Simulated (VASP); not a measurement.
Set up this calculation in VASP 6.6.1, as the native input.

```yaml
Task: single point
Functional: r2SCAN
Potentials_or_basis: VASP PAW PBE potentials, release 64 (Ge_d)
Cutoff: 520 eV
k_mesh: 6 × 6 × 6
Occupations: gaussian, width 0.1 eV
Spin: no spin polarisation
Dipole_correction: no
Further_INCAR_settings: ALGO = Normal; EDIFF = 1e-06; NBANDS = 21
```

The system is Ge.

```xyz
2
Lattice="0.0000 2.9744 2.9744 2.9744 0.0000 2.9744 2.9744 2.9744 0.0000" Properties=species:S:1:pos:R:3 pbc="T T T"
Ge    0.0000    0.0000    0.0000
Ge    1.4872    1.4872    1.4872
```

One way to write it, as run:

POSCAR

```
Ge
1.0
    0.0000000000      2.9743569226      2.9743569226
    2.9743569226      0.0000000000      2.9743569226
    2.9743569226      2.9743569226      0.0000000000
Ge
2
Direct
    0.0000000000      0.0000000000      0.0000000000
    0.2500000000      0.2500000000      0.2500000000
```

INCAR.step1

```
PREC     = Accurate       # precision mode
ENCUT    = 520            # plane-wave cutoff, eV
ISMEAR   = 0              # smearing method
SIGMA    = 0.1            # smearing width, eV
LREAL    = F              # projectors in reciprocal space
LASPH    = T              # aspherical terms in the spheres
NELM     = 100            # most SCF steps
NBANDS   = 21             # bands
GGA      = PE             # functional
ALGO     = Normal         # electronic algorithm
EDIFF    = 1E-4           # SCF threshold, eV
LWAVE    = T              # write WAVECAR
LCHARG   = F              # write CHGCAR
```

INCAR.step2

```
PREC     = Accurate       # precision mode
ENCUT    = 520            # plane-wave cutoff, eV
EDIFF    = 1E-6           # SCF threshold, eV
ISMEAR   = 0              # smearing method
SIGMA    = 0.1            # smearing width, eV
LREAL    = F              # projectors in reciprocal space
LASPH    = T              # aspherical terms in the spheres
NELM     = 100            # most SCF steps
ALGO     = Normal         # electronic algorithm
ISIF     = 2              # what is computed and relaxed
LWAVE    = F              # write WAVECAR
LCHARG   = T              # write CHGCAR
METAGGA  = R2SCAN         # meta-GGA
LMIXTAU  = T            
LELF     = T              # ELF
LVHAR    = T            
NBANDS   = 21             # bands
ISTART   = 1
```

KPOINTS

```
Automatic mesh
0
Gamma
  6 6 6
```

Potentials or basis: VASP PAW PBE potentials, release 64 (Ge_d).

Run with:

```sh
$ cat potpaw_PBE.64/Ge_d/POTCAR > POTCAR
$ cp INCAR.step1 INCAR
$ mpirun -np 1 vasp_std > vasp.out
$ cp INCAR.step2 INCAR
$ mpirun -np 1 vasp_std > vasp.out
```

It gave:

```
Pressure               : -7.0 GPa
Band gap on the k mesh : zero (band 14 reaches 3.44 eV, above the bottom of band 15 at 3.43 eV)
```

Caveat: the PAW data sets were made with another functional, which shifts forces and pressure a little.

It took 48 s on 1 thread of Intel Xeon 6975P-C, on a shared host, peak memory 0.18 GiB.
